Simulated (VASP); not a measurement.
Here is a VASP 6.6.1 calculation.

INCAR

```
SYSTEM = Al
PREC = Accurate
ENCUT = 520
EDIFF = 1E-7
ISMEAR = 0
SIGMA = 0.15
LREAL = .FALSE.
LASPH = .TRUE.
NELM = 60
ALGO = Fast
ISIF = 2
LWAVE = .FALSE.
LCHARG = .FALSE.
GGA = PS
IVDW = 12
NBANDS = 8
```

The input KPOINTS:

```
regular mesh
0
G
  26 26 26
  0 0 0
```

File POSCAR:

```
Al
1.0
    0.0000000000      1.9812776140      2.0308095543
    1.9812776140      0.0000000000      2.0308095543
    1.9812776140      1.9812776140      0.0000000000
Al
1
Direct
    0.0000000000      0.0000000000      0.0000000000
```

Potentials or basis: VASP PAW PBE potentials, release 64 (Al).

The run is started by

```sh
$ cat potpaw_PBE.64/Al/POTCAR > POTCAR
$ mpirun -np 1 vasp_std > vasp.out
```

Q: Predict the dispersion energy per atom.

A: -0.329 eV.

Q: Predict the pressure.

A: -2.0 GPa.

Stress tensor (GPa, compression positive):
```
-1.37  0.00  0.00
 0.00 -1.37  0.00
 0.00  0.00 -3.23
```

Caveat: the cell differs from its parent crystal (strain +0.0250 x Voigt [0, 0, 1, 0, 0, 0]); the PAW data sets were made with another functional, which shifts forces and pressure a little; pairwise dispersion overbinds metals, which lowers pressure and volume.
